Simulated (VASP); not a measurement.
Write the native input for VASP 6.6.1 that does the following.

```yaml
Task: single point
Functional: r2SCAN
Potentials_or_basis: VASP PAW PBE potentials, release 64 (Sb)
Cutoff: 520 eV
k_mesh: 18 × 18 × 18
Occupations: gaussian, width 0.1 eV
Spin: no spin polarisation
Dipole_correction: no
Further_INCAR_settings: ALGO = Normal; EDIFF = 1e-06; NBANDS = 8
```

Crystal: Sb.

```
Sb
1.0
     3.08725    0.00000    0.00000
     0.00000    3.08725    0.00000
     0.00000    0.00000    3.08725
Sb
1
Cartesian
  0.0000 0.0000 0.0000
```

This isn't the form of Sb at room conditions, which is rhombohedral.

One way to write it, as run:

POSCAR

```
Sb
1.0
    3.0872461144      0.0000000000      0.0000000000
    0.0000000000      3.0872461144      0.0000000000
    0.0000000000      0.0000000000      3.0872461144
Sb
1
Direct
    0.0000000000      0.0000000000      0.0000000000
```

INCAR.step1

```
SYSTEM = Sb
PREC = Accurate ; ENCUT = 520
ISMEAR = 0 ; SIGMA = 0.1
LREAL = .False. ; LASPH = .True.
NELM = 100 ; NBANDS = 8
GGA = PE ; ALGO = Normal
EDIFF = 1E-4 ; LWAVE = .True.
LCHARG = .False.
```

INCAR.step2

```
SYSTEM = Sb
PREC = Accurate ; ENCUT = 520
EDIFF = 1E-6 ; ISMEAR = 0
SIGMA = 0.1 ; LREAL = .False.
LASPH = .True. ; NELM = 100
ALGO = Normal ; ISIF = 2
LWAVE = .False. ; LCHARG = .False.
METAGGA = R2SCAN ; LMIXTAU = .True.
NBANDS = 8 ; ISTART = 1
```

KPOINTS

```
Automatic mesh
0
Gamma
  18 18 18
  0 0 0
```

Potentials or basis: VASP PAW PBE potentials, release 64 (Sb).

Run with:

```console
$ cat potpaw_PBE.64/Sb/POTCAR > POTCAR
$ cp INCAR.step1 INCAR
$ mpirun -np 1 vasp_std > vasp.out
$ cp INCAR.step2 INCAR
$ mpirun -np 1 vasp_std > vasp.out
```

It gave:

The pressure is 0.0 GPa. The band gap on the k mesh is zero (an odd number of electrons rules out a gap without spin polarisation).

Caveat: the PAW data sets were made with another functional, which shifts forces and pressure a little; spin-orbit coupling is left out, which moves the levels of the heavy elements; an odd number of electrons without spin polarisation forces a metal; a magnetic or distorted state may lie lower.

Wall time 73 s on 1 thread of AMD EPYC 9R45 (Zen 5), on a shared host, peak memory 0.15 GiB.
